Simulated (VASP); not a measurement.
Here is a VASP 6.6.1 calculation.

File INCAR:

```
SYSTEM = AlRu
PREC = Accurate ; ENCUT = 520
EDIFF = 1E-7 ; ISMEAR = 0
SIGMA = 0.15 ; LREAL = .False.
LASPH = .True. ; NELM = 80
ALGO = Fast ; ISIF = 2
LWAVE = .False. ; LCHARG = .False.
GGA = CA ; NBANDS = 16
```

KPOINTS

```
regular mesh
0
Gamma
  16 16 16
  0 0 0
```

File POSCAR:

```
AlRu
1.0
    2.9916000000      0.0000000000      0.0000000000
    0.0000000000      2.9916000000      0.0000000000
    0.0000000000      0.0000000000      2.9916000000
Al Ru
1 1
Direct
    0.0000000000     -0.0167134644      0.0000000000
    0.5000000000      0.5000000000      0.5000000000
```

Potentials or basis: VASP PAW LDA potentials, release 64 (Al, Ru_pv).

Command:

```console
$ cat potpaw_LDA.64/Al/POTCAR potpaw_LDA.64/Ru_pv/POTCAR > POTCAR
$ mpirun -np 1 vasp_std > vasp.out
```

Problem. Estimate the pressure.

Solution. -7.4 GPa.

Problem. Estimate the band gap on the k mesh.

Solution. Zero (an odd number of electrons rules out a gap without spin polarisation).

Forces on the atoms (eV/Å):
```
Al   0.000  0.360  0.000
Ru   0.000 -0.360  0.000
```

Caveat: the cell differs from its parent crystal (all Al atoms moved -0.050 Å, as atom 1 along Cartesian [0 1 0]); the cell stands under tension.
